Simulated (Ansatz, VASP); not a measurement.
FeCo3Ge4: VASP beside Ansatz

Contents of INCAR:

```
SYSTEM = FeCo3Ge4
PREC = Accurate
ENCUT = 520
EDIFF = 1E-7
ISMEAR = 0
SIGMA = 0.1
LREAL = .FALSE.
LASPH = .TRUE.
NELM = 150
ALGO = Fast
ISIF = 2
LWAVE = .FALSE.
LCHARG = .FALSE.
ISPIN = 2
MAGMOM = 0 0 -0.65 0 0 0 0 -1.48
LORBIT = 11
LMAXMIX = 4
GGA = PE
NBANDS = 60
```

KPOINTS

```
regular mesh
0
G
  6 6 4
  0 0 0
```

File POSCAR:

```
FeCo3Ge4
1.0
    5.9909694000     -1.8992159000      0.0000000000
    5.9909694000      1.8992159000      0.0000000000
   -0.8106589000      0.0000000000      4.7733994000
Co Ge Fe
3 4 1
Direct
    0.8048920000      0.8048920000      0.1767930000
    0.1951080000      0.1951080000      0.8232070000
    0.0000000000      0.0000000000      0.0000000000
    0.1850410000      0.1850410000      0.3161170000
    0.8149590000      0.8149590000      0.6838830000
    0.4270860000      0.4270860000      0.2165060000
    0.5729140000      0.5729140000      0.7834940000
    0.0000000000      0.0000000000      0.5000000000
```

Input for Ansatz:

```yaml
crystal:
  lattice:
    - [5.9909694, -1.8992159, 0.0]
    - [5.9909694, 1.8992159, 0.0]
    - [-0.8106589, 0.0, 4.7733994]
  atoms:
    - { symbol: Co, position: [0.804892, 0.804892, 0.176793] }
    - { symbol: Co, position: [0.195108, 0.195108, 0.823207] }
    - { symbol: Ge, position: [0.185041, 0.185041, 0.316117] }
    - { symbol: Ge, position: [0.814959, 0.814959, 0.683883] }
    - { symbol: Ge, position: [0.427086, 0.427086, 0.216506] }
    - { symbol: Ge, position: [0.572914, 0.572914, 0.783494] }
    - { symbol: Fe, position: [0.0, 0.0, 0.5], spin: -1.48 }
    - { symbol: Co, position: [0.0, 0.0, 0.0], spin: -0.65 }
basis:
  ecutwfc: 420
kpoints:
  mp_grid: { grid: [6, 6, 4] }
hamiltonian:
  xc: pbe
scf:
  occupations: { method: gaussian, width: 0.1 }
  lower_state_search: "off"
output:
  forces: true
  stress: true
  eigenvalues: true
  populations: true
magnetization:
  spin_polarized: true
```

Alike in both runs: task single point; functional PBE; k mesh 6 × 6 × 4; occupations gaussian, width 0.1 eV; collinear spin.

|  | VASP | Ansatz |
| --- | --- | --- |
| version | VASP 6.6.1 | Ansatz 0.2.0 |
| potentials or method | VASP PAW PBE potentials, release 64 (Co, Ge_d, Fe), cutoff 520 eV | scalar-relativistic, plane waves, PAW |
| valence electrons in the cell | 91 | 123 |

```csv
,VASP,Ansatz,Ansatz less VASP
gap on the k mesh at the Fermi level (eV),none,none,-
pressure (GPa),0.0,0.0,-0.06
rms of the force components (eV/Å),0.009,0.008,-0.0016
net moment per atom (μB),0.21,0.21,+0.002
size of the moment on the site where the two differ most (μB),0.56,0.58,+0.021
```

Site moments also hang on the region over which each program counts them. A gap of «none» marks a metal or a gap that the smearing closes. VASP's potentials hold 91 valence electrons a cell and Ansatz's 123, so a difference there can come from the potentials and not from the codes.
